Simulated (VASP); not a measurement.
# LiCl in VASP: further runs, part 2 of 2

VASP 6.6.1. The steps go on from the part before.

**3. Relaxation of cell and atoms, PBE**

This run uses another cell than the first one, of 29.81 Å³/atom.

File INCAR:

```
  PREC = Accurate
  ENCUT = 600
  EDIFF = 1E-6
  ISMEAR = 0
  SIGMA = 0.1
  LREAL = F
  LASPH = T
  NELM = 60
  ALGO = Normal
  ISIF = 3
  LWAVE = F
  LCHARG = F
  GGA = PE
  IBRION = 2
  NSW = 80
  EDIFFG = -0.025
```

File KPOINTS:

```
regular mesh
0
Gamma
  4 4 1
```

File POSCAR:

```
LiCl
1.0
   -3.8769070743      0.0220114564      0.0387637431
    1.9577180811     -3.4112925041     -0.0293812030
   -0.1811842359      0.0534017777     18.0944792959
Li Cl
4 4
Direct
    0.3649089065      0.7927161436      0.1265207449
    0.4137335108      0.8083666540      0.6242371787
    0.5828591077      0.1734241683      0.3745338994
    0.6130913309      0.2135609799      0.8764194603
    0.9394509115      0.8851528729      0.3739995450
    0.9040774756      0.8388257114      0.8737323180
    0.0978001956      0.1675920396      0.1293318539
    0.0840785615      0.1203614303      0.6212249999
```

Potentials or basis: VASP PAW PBE potentials, release 64 (Li_sv, Cl).

Run with:

```console
> cat potpaw_PBE.64/Li_sv/POTCAR potpaw_PBE.64/Cl/POTCAR > POTCAR
> mpirun -np 1 vasp_std > vasp.out
```

OUTCAR:

```text
PREC = Accurate
   ENCUT = 600
   EDIFF = 1E-6
   ISMEAR = 0
   LREAL = F
   LASPH = T
   NELM = 60
   ISIF = 3
   GGA = PE
   IBRION = 2
   NSW = 80
   EDIFFG = -0.025

 ion  position               nearest neighbor table
   1  0.365  0.793  0.127-   7 2.14   7 2.19   7 2.46
   2  0.414  0.808  0.624-   8 2.17   8 2.25   8 2.34
   3  0.583  0.173  0.375-   5 2.16   5 2.18   5 2.42
   4  0.613  0.214  0.876-   6 2.13   6 2.26   6 2.38
   5  0.939  0.885  0.374-   3 2.16   3 2.18   3 2.42
   6  0.904  0.839  0.874-   4 2.13   4 2.26   4 2.38
   7  0.098  0.168  0.129-   1 2.14   1 2.19   1 2.46
   8  0.084  0.120  0.621-   2 2.17   2 2.25   2 2.34

  LATTYP: Found a triclinic cell.
 ALAT       =     3.8771633438
 B/A-ratio  =     1.0045863829
 C/A-ratio  =     4.6671918581
 COS(alpha) =     0.0047744222
 COS(beta)  =     0.0200261999
 COS(gamma) =     0.4877897005

  Lattice vectors:

[... 300 lines left out ...]

[... ionic steps 4 to 9 ...]

--------------------------------------- Ionic step       10  -------------------------------------------

 number of electron      40.0000000 magnetization

------------------------ aborting loop because EDIFF is reached ----------------------------------------
[... 79 lines left out ...]
--------------------------------------- Ionic step       12  -------------------------------------------

 number of electron      39.9999999 magnetization

 Free energy of the ion-electron system (eV)
  ---------------------------------------------------
  ext. energy  EPLUGINS =         0.00000000
  ---------------------------------------------------
  free energy    TOTEN  =       -28.92652674 eV

  energy without entropy =      -28.92652674  energy(sigma->0) =      -28.92652674

 E-fermi :  -2.6446     XC(G=0):  -6.0085

 val. band max:       -3.1430026653   @ k =   0.5000   0.5000  -0.0000
 cond. band min:       2.2236318659   @ k =   0.0000   0.0000   0.0000
 fundamental gap:      5.3666345313
 Fermi energy:        -2.6446159285

 k-point     1 :       0.0000    0.0000    0.0000
  band No.  band energies     occupation
      1     -46.1913      2.00000
      2     -46.1907      2.00000
      3     -46.1883      2.00000
      4     -46.1882      2.00000
      5     -15.4998      2.00000
      6     -15.4870      2.00000
[... 304 lines left out ...]
  FREE ENERGIE OF THE ION-ELECTRON SYSTEM (eV)
  ---------------------------------------------------
  free  energy   TOTEN  =       -28.9265267390 eV

  energy  without entropy=      -28.9265267390  energy(sigma->0) =      -28.92652674

 reached required accuracy - stopping structural energy minimisation
```

OSZICAR:

```text
N       E                     dE             d eps       ncg     rms          rms(c)
DAV:   1     0.361292048062E+03    0.36129E+03   -0.17977E+04   508   0.159E+03
DAV:   2     0.230922025103E+02   -0.33820E+03   -0.32782E+03   709   0.343E+02
DAV:   3    -0.199006496677E+02   -0.42993E+02   -0.42927E+02   564   0.113E+02
[... 108 lines left out ...]
DAV:   3    -0.289266703635E+02    0.48951E-03   -0.10854E-03   760   0.194E-01    0.110E-01
DAV:   4    -0.289265198532E+02    0.15051E-03   -0.41321E-04   654   0.122E-01    0.295E-02
DAV:   5    -0.289265243813E+02   -0.45281E-05   -0.44101E-05   728   0.416E-02    0.159E-02
DAV:   6    -0.289265258433E+02   -0.14620E-05   -0.35380E-06   592   0.118E-02    0.774E-03
DAV:   7    -0.289265267390E+02   -0.89572E-06   -0.87762E-07   520   0.112E-02
  12 F= -.28926527E+02 E0= -.28926527E+02  d E =-.647940E-03
```

Run time: 5.4 min. Hardware: 1 thread of Intel Xeon 6975P-C (Granite Rapids), shared host; peak memory 0.42 GiB.

Results:

```yaml
Free_energy: -28.9265 eV
Relaxed_volume: 30.59 Å³/atom
Relaxed_cell: a = 3.931 Å, b = 3.974 Å, c = 18.035 Å, α = 91.16°, β = 88.41°, γ = 119.66°
Space_group_after_relaxing_to_0.1_Å: P1 (No. 1)
Energy_gained_by_relaxing: 27.3 meV/atom
Ionic_steps: 12
Pressure_after_relaxing: 0.0 GPa
Largest_force_after_relaxing: 0.008 eV/Å
Band_gap_on_the_k_mesh: 5.37 eV (least direct gap 5.61 eV)
```

Forces in eV/Å, atoms in the order of the input:
```
Li   0.003 -0.005 -0.003
Li  -0.003  0.001 -0.001
Li  -0.003 -0.003 -0.001
Li   0.000  0.008 -0.002
Cl   0.004  0.004  0.002
Cl   0.001 -0.007  0.002
Cl  -0.001  0.004  0.001
Cl   0.000 -0.002  0.002
```

The path:
| step | energy change (eV) | largest force (eV/Å) | pressure (GPa) | volume (Å³) |
| --- | --- | --- | --- | --- |
| 1 | 0.0000 | 0.6560 | 1.09 | 238.50 |
| 2 | -0.1453 | 0.3908 | 0.12 | 245.54 |
| 3 | -0.1753 | 0.2347 | -0.44 | 250.90 |
| 4 | -0.1995 | 0.1643 | -0.25 | 248.30 |
| 5 | -0.2116 | 0.0515 | 0.05 | 244.84 |
| 6 | -0.2117 | 0.0552 | 0.03 | 244.99 |
| 7 | -0.2137 | 0.0454 | 0.01 | 245.11 |
| 8 | -0.2152 | 0.0691 | -0.01 | 245.35 |
| 9 | -0.2169 | 0.0494 | -0.02 | 245.30 |
| 10 | -0.2177 | 0.0469 | -0.03 | 245.19 |
| 11 | -0.2178 | 0.0354 | -0.02 | 245.22 |
| 12 | -0.2185 | 0.0083 | 0.00 | 244.76 |

Final structure:
```cif
data_structure
_symmetry_space_group_name_H-M 'P 1'
_symmetry_Int_Tables_number 1
_cell_length_a 3.9313
_cell_length_b 3.9741
_cell_length_c 18.0354
_cell_angle_alpha 91.163
_cell_angle_beta 88.409
_cell_angle_gamma 119.659
_cell_volume 244.76
loop_
_atom_site_label
_atom_site_type_symbol
_atom_site_fract_x
_atom_site_fract_y
_atom_site_fract_z
_atom_site_occupancy
Li1 Li 0.39670 0.81107 0.12814 1
Li2 Li 0.41481 0.79561 0.62302 1
Li3 Li 0.59523 0.19802 0.37458 1
Li4 Li 0.59304 0.19544 0.87536 1
Cl1 Cl 0.92652 0.86004 0.37398 1
Cl2 Cl 0.92370 0.85672 0.87482 1
Cl3 Cl 0.06592 0.14953 0.12754 1
Cl4 Cl 0.08407 0.13357 0.62255 1
```

Caveat: the k points lie up to 0.46 Å⁻¹ apart in the final cell; the cutoff is under 1.25 times the usual one of these potentials, so pressure, stress and relaxed cells hold a basis-set (Pulay) error.
